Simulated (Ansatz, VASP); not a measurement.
# MoS2 in VASP and in Ansatz

INCAR

```
SYSTEM = MoS2
ALGO     = Normal         ! electronic algorithm
EDIFF    = 1E-7           ! SCF threshold, eV
ENCUT    = 520            ! plane-wave cutoff, eV
GGA      = PE             ! functional
ISIF     = 2              ! what is computed and relaxed
ISMEAR   = -1             ! smearing method
LASPH    = .TRUE.         ! aspherical terms in the spheres
LCHARG   = .TRUE.         ! write CHGCAR
LELF     = .TRUE.         ! ELF
LREAL    = .FALSE.        ! projectors in reciprocal space
LVHAR    = .TRUE.       
LWAVE    = .FALSE.        ! write WAVECAR
NBANDS   = 35             ! bands
NELM     = 100            ! most SCF steps
PREC     = Accurate       ! precision mode
SIGMA    = 0.05           ! smearing width, eV
```

Contents of KPOINTS:

```
k-points
0
G
  10 10 3
  0 0 0
```

File POSCAR:

```
MoS2
1.0
    3.2229976815      0.0000000000      0.0000000000
   -1.6114988407      2.7911978708      0.0000000000
    0.0000000000      0.0000000000     12.5361393458
Mo S
2 4
Direct
    0.3333333333      0.6666666667      0.2500000000
    0.6666666667      0.3333333333      0.7500000000
    0.3333333333      0.6666666667      0.6275000000
    0.6666666667      0.3333333333      0.1275000000
    0.3333333333      0.6666666667      0.8725000000
    0.6666666667      0.3333333333      0.3725000000
```

input.yaml

```yaml
crystal:
  lattice:
    - [3.2229976815, 0.0, 0.0]
    - [-1.6114988407, 2.7911978708, 0.0]
    - [0.0, 0.0, 12.5361393458]
  atoms:
    - { symbol: Mo, position: [0.3333333333, 0.6666666667, 0.25] }
    - { symbol: Mo, position: [0.6666666667, 0.3333333333, 0.75] }
    - { symbol: S, position: [0.3333333333, 0.6666666667, 0.6275] }
    - { symbol: S, position: [0.6666666667, 0.3333333333, 0.1275] }
    - { symbol: S, position: [0.3333333333, 0.6666666667, 0.8725] }
    - { symbol: S, position: [0.6666666667, 0.3333333333, 0.3725] }
kpoints:
  mp_grid: { grid: [10, 10, 3] }
scf:
  occupations: { method: fermi_dirac, width: 0.05 }
hamiltonian:
  xc: pbe
  pseudopotentials: { kind: all_electron, lapw: { basis_error: 0.001 } }
output:
  forces: true
  stress: true
  eigenvalues: true
```

Change from the starting cell: volume scaled by 1.06.

Alike in both runs: task single point; functional PBE; k mesh 10 × 10 × 3; occupations fermi-dirac, width 0.05 eV; no spin polarisation.

```csv
,VASP,Ansatz
version,VASP 6.6.1,Ansatz 0.2.0
potentials or method,"VASP PAW PBE potentials, release 64 (Mo_sv, S), cutoff 520 eV","all-electron LAPW, scalar-relativistic"
```

Ansatz gave:

* gap on the k mesh at the Fermi level (eV): 0.86
* least direct gap on the mesh (eV): 1.73
* pressure (GPa): -0.1
* traceless stress, the component that is largest in VASP (GPa): 3.59
* rms of the force components (eV/Å): 0.097

Problem. Which values does VASP return?

Solution. gap on the k mesh at the Fermi level (eV): 0.87; least direct gap on the mesh (eV): 1.74; pressure (GPa): -0.3; traceless stress, the component that is largest in VASP (GPa): 3.56; rms of the force components (eV/Å): 0.090.

Atom by atom the forces differ by 0.006 eV/Å (rms over components). Ansatz ran all-electron here, and VASP with PAW potentials.
